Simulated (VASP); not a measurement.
The system is Rh.

```
Rh
1.0
     0.00000    1.90155    1.90155
     1.84450    0.00000    1.90155
     1.84450    1.90155    0.00000
Rh
1
Direct
  0.00000 0.00000 0.00000
```

This cell differs from its parent crystal: strain -0.0300 x Voigt [1, 0, 0, 0, 0, 0].

Base run:

| Property | Result |
| --- | --- |
| Program | VASP 6.6.1 |
| Functional | LDA |
| Potentials or basis | VASP PAW LDA potentials, release 64 (Rh_pv) |
| Cutoff | 520 eV |
| k mesh | 22 × 22 × 22 |
| Occupations | gaussian, width 0.15 eV |
| Spin | no spin polarisation |

Its results: pressure -1.5 GPa.

Question: The run is repeated on the same cell with these changes: potentials or basis from VASP PAW LDA potentials, release 64 (Rh_pv) to VASP PAW LDA potentials, release 64 (Rh_sv_GW); cutoff from 520 eV to 530 eV; further incar settings from ALGO = Fast; EDIFF = 1e-06; NBANDS = 14 to ALGO = Normal; EDIFF = 1e-06; NBANDS = 14; valence electrons from 15 to 17. What comes out?

Answer: Pressure -4.5 GPa.
